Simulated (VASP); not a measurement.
A run of VASP 6.6.1:

Contents of INCAR:

```
SYSTEM = AlRu
  PREC = Accurate
  ENCUT = 600
  EDIFF = 1E-6
  ISMEAR = -1
  SIGMA = 0.05
  LREAL = .False.
  LASPH = .True.
  NELM = 100
  ALGO = Normal
  ISIF = 3
  LWAVE = .False.
  LCHARG = .False.
  GGA = PE
  IBRION = 2
  NSW = 60
  EDIFFG = -0.01
  PSTRESS = 20.0
```

File KPOINTS:

```
Automatic mesh
0
Gamma
  9 9 9
  0 0 0
```

File POSCAR:

```
AlRu
1.0
    2.9916000000      0.0000000000      0.0000000000
    0.0000000000      2.9916000000      0.0000000000
    0.0000000000      0.0000000000      2.9916000000
Ru Al
1 1
Direct
    0.5000000000      0.5000000000      0.5000000000
    0.0000000000      0.0000000000      0.0000000000
```

Potentials or basis: VASP PAW PBE potentials, release 64 (Ru_pv, Al).

Launch:

```console
$ cat potpaw_PBE.64/Ru_pv/POTCAR potpaw_PBE.64/Al/POTCAR > POTCAR
$ mpirun -np 1 vasp_std > vasp.out
```

Hardware: 1 thread of Intel(R) Xeon(R) Platinum 8488C (Sapphire Rapids), on a shared host.

**Question.** Estimate the wall time of this run.

**Answer.** Wall time 11 s on 1 thread of Intel(R) Xeon(R) Platinum 8488C (Sapphire Rapids) (shared host), peak memory 0.15 GiB. Counts: scf iterations 25, k points 35, ion steps 3.
